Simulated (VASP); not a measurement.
The system is MnS.

```
CELL_PARAMETERS angstrom
0.00000 2.61180 2.61180
2.61180 0.00000 2.61180
2.61180 2.61180 0.00000
ATOMIC_POSITIONS crystal
Mn 0.00000 0.00000 0.00000
S 0.50000 0.50000 0.50000
```

Base run:

| Item | Value |
| --- | --- |
| Program | VASP 6.6.1 |
| Functional | PBE |
| Potentials or basis | VASP PAW PBE potentials, release 64 (Mn_pv, S) |
| Cutoff | 520 eV |
| k mesh | 7 × 7 × 7 |
| Occupations | fermi-dirac, width 0.05 eV |
| Spin | collinear spin, ferromagnetic start |
| Starting moments | [5.0, 0.0] μB |
| Fixed moment | 5 μB |
| Hubbard terms | Mn d U = 3.9 eV |

Its results: pressure 3.4 GPa; site moments Mn +4.59; S +0.09 μB.

**Question.** The run is repeated on the same cell with these changes: fixed moment from 5 μB to 1 μB; moments at the start from [5.0, 0.0] to [1.0, 0.0]. What comes out?

**Answer.** Pressure -0.6 GPa; site moments Mn +1.04; S -0.09 μB.

Caveats: the total moment is fixed, so each spin has its own Fermi level and the state may be an excited one; a cell with one magnetic atom can't hold antiferromagnetic order, which such compounds often take; the cell stands under pressure (at least some runs).
